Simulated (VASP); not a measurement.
Input of a VASP 6.6.1 run:

Contents of INCAR:

```
SYSTEM = Pt
ALGO = Normal
EDIFF = 1E-7
ENCUT = 520
ISIF = 2
ISMEAR = -1
LASPH = .True.
LCHARG = .False.
LREAL = .False.
LWAVE = .False.
NBANDS = 11
NELM = 100
PREC = Accurate
SIGMA = 0.1
```

KPOINTS

```
k-points
0
Gamma
  17 17 17
  0 0 0
```

The input POSCAR:

```
Pt
1.0
    2.3351435665      0.0000000000      0.0000000000
    0.0000000000      2.3351435665      0.0000000000
    0.0000000000      0.0000000000      2.3351435665
Pt
1
Direct
    0.0000000000      0.0000000000      0.0000000000
```

Potentials or basis: VASP PAW LDA potentials, release 64 (Pt).

Command:

```bash
$ cat potpaw_LDA.64/Pt/POTCAR > POTCAR
$ mpirun -np 1 vasp_std > vasp.out
```

(1) Predict the band gap on the k mesh.

(2) What does it give for the pressure?

Answers

(1) zero (band 5 reaches 18.39 eV, above the bottom of band 6 at 13.10 eV).

(2) 141.7 GPa.

Caveat: spin-orbit coupling is left out, which moves the levels of the heavy elements.
